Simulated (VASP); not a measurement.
A run of VASP 6.6.1 is set up as follows.

Contents of INCAR:

```
PREC = Accurate
ENCUT = 520
EDIFF = 1E-6
ISMEAR = 0
SIGMA = 0.02
LREAL = False
LASPH = True
NELM = 100
ALGO = Normal
ISIF = 2
LWAVE = False
LCHARG = False
GGA = CA
NBANDS = 17
```

KPOINTS

```
regular mesh
0
Gamma
  8 8 8
```

The input POSCAR:

```
SnSe
1.0
    0.0000000000      2.9466477694      2.9466477694
    2.9466477694      0.0000000000      2.9466477694
    2.9466477694      2.9466477694      0.0000000000
Sn Se
1 1
Direct
    0.0000000000      0.0000000000      0.0000000000
    0.5000000000      0.5000000000      0.5000000000
```

Potentials or basis: VASP PAW LDA potentials, release 64 (Sn_d, Se).

The run is started by

```sh
$ cat potpaw_LDA.64/Sn_d/POTCAR potpaw_LDA.64/Se/POTCAR > POTCAR
$ mpirun -np 1 vasp_std > vasp.out
```

What does it give for the pressure?

0.1 GPa.

What does it give for the band gap on the k mesh?

0.77 eV, indirect (least direct gap 0.92 eV).

Caveat: spin-orbit coupling is left out, which moves the levels of the heavy elements. A k mesh can miss the band edges.
